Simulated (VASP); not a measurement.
# Sb (Fm-3m) in VASP: a series of runs

Sb is run at these levels: PBEsol; tasks: single point.

All numbers are computed with VASP 6.6.1; they aren't measurements. Logs are shortened: lines on timing, memory, paths and dates and some standing lists are left out, and cuts for length are marked.

### Step 1. The cell of the first run

The structure is cubic, space group Fm-3m (No. 225). The conventional cell has a = 4.713 Å, b = 4.713 Å, c = 4.713 Å, α = 90.00°, β = 90.00°, γ = 90.00°. Within 4.4 Å of Sb (site symmetry m-3m) lie 12 Sb at 3.33 Å.

### Step 2. Single point, PBEsol

Contents of INCAR:

```
PREC = Accurate ; ENCUT = 520
EDIFF = 1E-6 ; ISMEAR = -1
SIGMA = 0.1 ; LREAL = F
LASPH = T ; NELM = 100
ALGO = Normal ; ISIF = 2
LWAVE = F ; LCHARG = T
GGA = PS ; LELF = T
LVHAR = T ; NBANDS = 8
```

Contents of KPOINTS:

```
Automatic mesh
0
Gamma
  11 11 11
```

Contents of POSCAR:

```
Sb
1.0
    0.0000000000      2.3562536699      2.3562536699
    2.3562536699      0.0000000000      2.3562536699
    2.3562536699      2.3562536699      0.0000000000
Sb
1
Direct
    0.0000000000      0.0000000000      0.0000000000
```

Potentials or basis: VASP PAW PBE potentials, release 64 (Sb).

Run with:

```console
> cat potpaw_PBE.64/Sb/POTCAR > POTCAR
> mpirun -np 1 vasp_std > vasp.out
```

OUTCAR:

```text
PREC = Accurate
   ENCUT = 520
   EDIFF = 1E-6
   ISMEAR = -1
   LREAL = F
   LASPH = T
   NELM = 100
   ISIF = 2
   GGA = PS

 ion  position               nearest neighbor table
   1  0.000  0.000  0.000-

  LATTYP: Found a face centered cubic cell.
 ALAT       =     4.7125073398

  Lattice vectors:

 A1 = (   0.0000000000,   2.3562536699,   2.3562536699)
 A2 = (   2.3562536699,   0.0000000000,   2.3562536699)
 A3 = (   2.3562536699,   2.3562536699,   0.0000000000)

Analysis of symmetry for initial positions (statically):
=====================================================================
 Subroutine PRICEL returns:
 Original cell was already a primitive cell.

 Routine SETGRP: Setting up the symmetry group for a
 face centered cubic supercell.

 Subroutine GETGRP returns: Found 48 space group operations
 (whereof 48 operations were pure point group operations)
 out of a pool of 48 trial point group operations.

The static configuration has the point symmetry O_h .

Analysis of symmetry for dynamics (positions and initial velocities):
=====================================================================
 Subroutine PRICEL returns:
 Original cell was already a primitive cell.

 Routine SETGRP: Setting up the symmetry group for a
 face centered cubic supercell.

 Subroutine GETGRP returns: Found 48 space group operations
 (whereof 48 operations were pure point group operations)
 out of a pool of 48 trial point group operations.

The dynamic configuration has the point symmetry O_h .

 Subroutine INISYM returns: Found 48 space group operations
 (whereof 48 operations are pure point group operations),
 and found     1 'primitive' translations

----------------------------------------------------------------------------------------

                                     Primitive cell

  volume of cell :      26.1635

  direct lattice vectors                    reciprocal lattice vectors
     0.000000000  2.356253670  2.356253670    -0.212201261  0.212201261  0.212201261
     2.356253670  0.000000000  2.356253670     0.212201261 -0.212201261  0.212201261
     2.356253670  2.356253670  0.000000000     0.212201261  0.212201261 -0.212201261

  length of vectors
     3.332245896  3.332245896  3.332245896     0.367543365  0.367543365  0.367543365

  position of ions in fractional coordinates (direct lattice)
     0.000000000  0.000000000  0.000000000

  ion indices of the primitive-cell ions
   primitive index   ion index
                 1           1

----------------------------------------------------------------------------------------

 KPOINTS: Automatic mesh

Automatic generation of k-mesh.
 Grid dimensions read from file:
 generate k-points for:   11   11   11

 Generating k-lattice:

  Cartesian coordinates                     Fractional coordinates (reciprocal lattice)
    -0.019291024  0.019291024  0.019291024     0.090909091  0.000000000  0.000000000
     0.019291024 -0.019291024  0.019291024     0.000000000  0.090909091  0.000000000
     0.019291024  0.019291024 -0.019291024     0.000000000  0.000000000  0.090909091

  Length of vectors
     0.033413033  0.033413033  0.033413033

  Shift w.r.t. Gamma in fractional coordinates (k-lattice)
     0.000000000  0.000000000  0.000000000

 Subroutine IBZKPT returns following result:
 ===========================================

 Found     56 irreducible k-points:

 Following reciprocal coordinates:
            Coordinates               Weight
  0.000000  0.000000  0.000000      1.000000
  0.090909  0.000000  0.000000      8.000000
  0.181818  0.000000  0.000000      8.000000
  0.272727  0.000000  0.000000      8.000000
  0.363636  0.000000  0.000000      8.000000
  0.454545  0.000000  0.000000      8.000000
[... 16 lines left out ...]
 -0.272727  0.181818  0.000000     24.000000
 -0.181818  0.181818  0.000000     12.000000
 [... further k-points ...]
   k-points           NKPTS =     56   k-points in BZ     NKDIM =     56   number of bands    NBANDS=      8
   number of dos      NEDOS =    301   number of ions     NIONS =      1
   total plane-waves  NPLWV =  21952
   dimension x,y,z NGX =    28 NGY =   28 NGZ =   28
   dimension x,y,z NGXF=    56 NGYF=   56 NGZF=   56
   ions per type =               1
   NGX,Y,Z   is equivalent  to a cutoff of  13.97, 13.97, 13.97 a.u.
   NGXF,Y,Z  is equivalent  to a cutoff of  27.94, 27.94, 27.94 a.u.
 SYSTEM =  unknown system
   PREC   = accura    normal or accurate (medium, high low for compatibility)
   ISTART =      0    job   : 0-new  1-cont  2-samecut
   ICHARG =      2    charge: 1-file 2-atom 10-const
   ISPIN  =      1    spin polarized calculation?
   LNONCOLLINEAR =      F non collinear calculations
   LSORBIT =      F    spin-orbit coupling
   LASPH  =      T    aspherical Exc in radial PAW
   ENCUT  =  520.0 eV  38.22 Ry    6.18 a.u.   6.20  6.20  6.20*2*pi/ulx,y,z
   NELM   =    100;   NELMIN=  2; NELMDL= -5     # of ELM steps
   EDIFF  = 0.1E-05   stopping-criterion for ELM
   LREAL  =      F    real-space projection
   EDIFFG = 0.1E-04   stopping-criterion for IOM
   NSW    =      0    number of steps for IOM
   IBRION =     -1    ionic relax: 0-MD 1-quasi-New 2-CG
   NFREE  =      0    steps in history (QN), initial steepest desc. (CG)
   ISIF   =      2    stress and relaxation
   ISYM   =      2    0-nonsym 1-usesym 2-fastsym
   POTIM  = 0.5000    time-step for ionic-motion
   TEBEG  =    0.0;   TEEND  =   0.0 temperature during run
   PSTRESS=    0.0 pullay stress
   NELECT =       5.0000    total number of electrons
   NUPDOWN=      -1.0000    fix difference up-down
   EMIN   =  10.00;   EMAX   =-10.00  energy-range for DOS
   EFERMI =   0.00;   METHOD = LEGACY
   ISMEAR =    -1;   SIGMA  =   0.10  broadening in eV -4-tet -1-fermi 0-gaus
   EFERMI_NEDOS =   21; number of points for ismear=-14 and -15
   IALGO  =     38    algorithm
   IMIX   =      4    mixing-type and parameters
     AMIX     =   0.40;   BMIX     =  1.00
     AMIX_MAG =   1.60;   BMIX_MAG =  1.00
  volume/ion in A,a.u.               =      26.16       176.56
  Fermi-wavevector in a.u.,A,eV,Ry     =   0.942973  1.781961 12.098285  0.889199
  Thomas-Fermi vector in A             =   2.070635
   LORBIT       =      0    0 simple, 1 ext, 2 COOP (PROOUT), +10 PAW based schemes
   GGA     = PS    functional components
   LHFCALC =     F    Hartree Fock is set to
   AEXX    =    0.0000 exact exchange contribution
   IVDW    =     0    specifies the selected vdW correction
   LEPSILON=     F    determine dielectric tensor
   LRPA    =     F    only Hartree local field effects (RPA)
 non-spin polarized calculation
  energy-cutoff  :      520.00
  volume of cell :       26.16
 maximum number of plane-waves:       725
 NGX is ok and might be reduce to    28
   NGX = 13   NGY = 13   NGZ = 13

 number of electron       5.0000000 magnetization

 Free energy of the ion-electron system (eV)
  ---------------------------------------------------
  ext. energy  EPLUGINS =         0.00000000
  ---------------------------------------------------
  free energy    TOTEN  =        -4.30775174 eV

  energy without entropy =       -4.28342204  energy(sigma->0) =       -4.29558689

 E-fermi :   8.7298     XC(G=0): -10.4588

 val. band max:        8.7115833656   @ k =  -0.3636   0.1818   0.0000
 cond. band min:       8.7335723263   @ k =   0.4545   0.2727   0.0909
 fundamental gap:      0.0219889608
 Fermi energy:         8.7298497629

 k-point     1 :       0.0000    0.0000    0.0000
  band No.  band energies     occupation
      1      -4.4109      2.00000
      2      14.2840      0.00000
      3      14.2840      0.00000
      4      14.2840      0.00000
      5      18.8419      0.00000
      6      18.8419      0.00000
      7      18.8419      0.00000
      8      19.0074      0.00000

 k-point     2 :       0.0909    0.0000    0.0000
  band No.  band energies     occupation
      1      -4.2427      2.00000
      2      12.7707      0.00000
      3      14.0616      0.00000
      4      14.0616      0.00000
      5      17.8143      0.00000
      6      19.2020      0.00000
      7      19.2020      0.00000
      8      20.9248      0.00000

 k-point     3 :       0.1818    0.0000    0.0000
  band No.  band energies     occupation
      1      -3.7410      2.00000
      2      10.0281      0.00000
      3      13.5817      0.00000
      4      13.5817      0.00000
      5      17.3144      0.00000
      6      19.6743      0.00000
      7      19.6743      0.00000
      8      21.3529      0.00000

 k-point     4 :       0.2727    0.0000    0.0000
  band No.  band energies     occupation
      1      -2.9189      2.00000
      2       7.2825      2.00000
      3      13.0987      0.00000
      4      13.0987      0.00000
      5      17.0582      0.00000
      6      19.0613      0.00000
      7      19.0613      0.00000
      8      20.1486      0.00000

 k-point     5 :       0.3636    0.0000    0.0000
  band No.  band energies     occupation
      1      -1.8270      2.00000
      2       4.8471      2.00000
      3      12.7377      0.00000
      4      12.7377      0.00000
      5      17.0126      0.00000
      6      18.3716      0.00000
      7      18.3716      0.00000
      8      19.1182      0.00000
[... 177 lines left out ...]
 k-point    22 :      -0.3636    0.1818    0.0000
  band No.  band energies     occupation
      1      -0.5115      2.00000
      2       4.1312      2.00000
      3       8.7116      1.09108
      4      11.9024      0.00000
      5      15.7065      0.00000
      6      19.6555      0.00000
      7      19.8547      0.00000
      8      23.3708      0.00000

 k-point    23 :      -0.2727    0.1818    0.0000
  band No.  band energies     occupation
      1      -1.6464      2.00000
      2       6.1094      2.00000
      3       8.6840      1.22518
      4      12.7216      0.00000
      5      16.5592      0.00000
      6      19.5792      0.00000
      7      19.5917      0.00000
      8      21.4794      0.00000

 k-point    24 :      -0.1818    0.1818    0.0000
  band No.  band energies     occupation
      1      -2.6434      2.00000
      2       8.1909      1.99091
      3       9.3421      0.00438
      4      13.5629      0.00000
      5      17.7178      0.00000
      6      19.0472      0.00000
      7      19.6872      0.00000
      8      20.0885      0.00000

 [... further k-points ...]
[... 5 lines left out ...]
  --------------------------------------------------------------------------------------
  -------------------------------------------------------------------------------------
  Total       -0.0014116     -0.0014116     -0.0014116     -0.0000000      0.0000000      0.0000000
  in kB       -0.0864402     -0.0864402     -0.0864402     -0.0000000      0.0000000      0.0000000
  external PRESSURE =      -0.0864402 kB  Pullay stress =       0.0000000 kB

 VOLUME and BASIS-vectors are now :
 -----------------------------------------------------------------------------
  energy-cutoff  :      520.00
  volume of cell :       26.16
      direct lattice vectors                 reciprocal lattice vectors
     0.000000000  2.356253670  2.356253670    -0.212201261  0.212201261  0.212201261
     2.356253670  0.000000000  2.356253670     0.212201261 -0.212201261  0.212201261
     2.356253670  2.356253670  0.000000000     0.212201261  0.212201261 -0.212201261

 POSITION                                       TOTAL-FORCE (eV/Angst)
 -----------------------------------------------------------------------------------
      0.00000      0.00000      0.00000         0.000000      0.000000      0.000000
 -----------------------------------------------------------------------------------
    total drift:                                0.000000      0.000000      0.000000

  FREE ENERGIE OF THE ION-ELECTRON SYSTEM (eV)
  ---------------------------------------------------
  free  energy   TOTEN  =        -4.3077517445 eV

  energy  without entropy=       -4.2834220365  energy(sigma->0) =       -4.29558689
```

Run time: 14 s. Hardware: 1 thread of Intel Xeon 8259CL, shared host; peak memory 0.16 GiB.

What came out:

```
Free energy : -4.3078 eV
Pressure    : 0.0 GPa
```

Caveat: the PAW data sets were made with another functional, which shifts forces and pressure a little; spin-orbit coupling is left out, which moves the levels of the heavy elements.

[end of part 1 of 2]
